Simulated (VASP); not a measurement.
Set up this calculation in VASP 6.6.1, as the native input.

* Task: electric field gradients
* Functional: PBE
* Potentials or basis: VASP PAW PBE potentials, release 64 (Na_pv, F)
* Cutoff: 520 eV
* k mesh: 11 × 11 × 6
* Occupations: fermi-dirac, width 0.03 eV
* Spin: no spin polarisation
* Dipole correction: no
* Further INCAR settings: ALGO = Normal; EDIFF = 1e-08; NBANDS = 22

The structure of NaF lies in POSCAR:

```
NaF
1.0
    3.9415111329      0.0000000000      0.0000000000
   -1.9707555664      3.4134487704      0.0000000000
    0.0000000000      0.0000000000      4.6559002752
Na F
2 2
Direct
    0.3333333333      0.6666666667     -0.0620000373
    0.6666666667      0.3333333333      0.4379999627
    0.3333333333      0.6666666667      0.4380000373
    0.6666666667      0.3333333333      0.9380000373
```

The input as run:

INCAR

```
SYSTEM = NaF
ALGO = Normal
EDIFF = 1E-8
ENCUT = 520
GGA = PE
ISIF = 2
ISMEAR = -1
LASPH = .TRUE.
LCHARG = .FALSE.
LEFG = .TRUE.
LREAL = .FALSE.
LWAVE = .FALSE.
NBANDS = 22
NELM = 60
PREC = Accurate
SIGMA = 0.03
```

KPOINTS

```
k-points
0
G
  11 11 6
  0 0 0
```

Potentials or basis: VASP PAW PBE potentials, release 64 (Na_pv, F).

The run is started by

```bash
$ cat potpaw_PBE.64/Na_pv/POTCAR potpaw_PBE.64/F/POTCAR > POTCAR
$ mpirun -np 1 vasp_std > vasp.out
```

Results of the run:

```yaml
Pressure: -0.1 GPa
Band_gap_on_the_k_mesh: 5.48 eV
Largest_electric_field_gradient_by_atom: Na -2.7; F -0.7 V/Å²
```

Caveat: without QUAD_EFG the Cq values of the log hold for a quadrupole moment of 1 mb, not for the nuclei.

Run time: 2.4 min on 1 thread of Intel Xeon 8259CL (shared host), peak memory 0.21 GiB.
